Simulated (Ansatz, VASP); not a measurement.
One calculation of MgS, two programs

```
Mg S
1.0
     0.00000    2.82589    2.82589
     2.82589    0.00000    2.82589
     2.82589    2.82589    0.00000
Mg S
1 1
Direct
  0.00000 0.00000 0.00000
  0.25000 0.25000 0.25000
```

Alike in both runs: functional PBEsol; k mesh 8 × 8 × 8; occupations gaussian, width 0.02 eV; no spin polarisation.

Ansatz relaxed the structure, and its values are those at the end. VASP's run is a single point on that final structure, the one shown.

|  | VASP | Ansatz |
| --- | --- | --- |
| version | VASP 6.6.1 | Ansatz 0.2.0 |
| potentials or method | VASP PAW PBE potentials, release 64 (Mg, S), cutoff 600 eV | scalar-relativistic, plane waves, PAW |
| valence electrons in the cell | 8 | 16 |

|  | VASP | Ansatz | Ansatz less VASP |
| --- | --- | --- | --- |
| gap on the k mesh at the Fermi level (eV) | 3.32 | 3.32 | -0.003 |
| least direct gap on the mesh (eV) | 3.32 | 3.32 | -0.003 |
| pressure (GPa) | -0.1 | 0.0 | +0.07 |

VASP's potentials were made for PBE, not for PBEsol. With one functional, cell and mesh, what is left measures potentials, basis and numerics. VASP's potentials hold 8 valence electrons a cell and Ansatz's 16, so a difference there can come from the potentials and not from the codes.
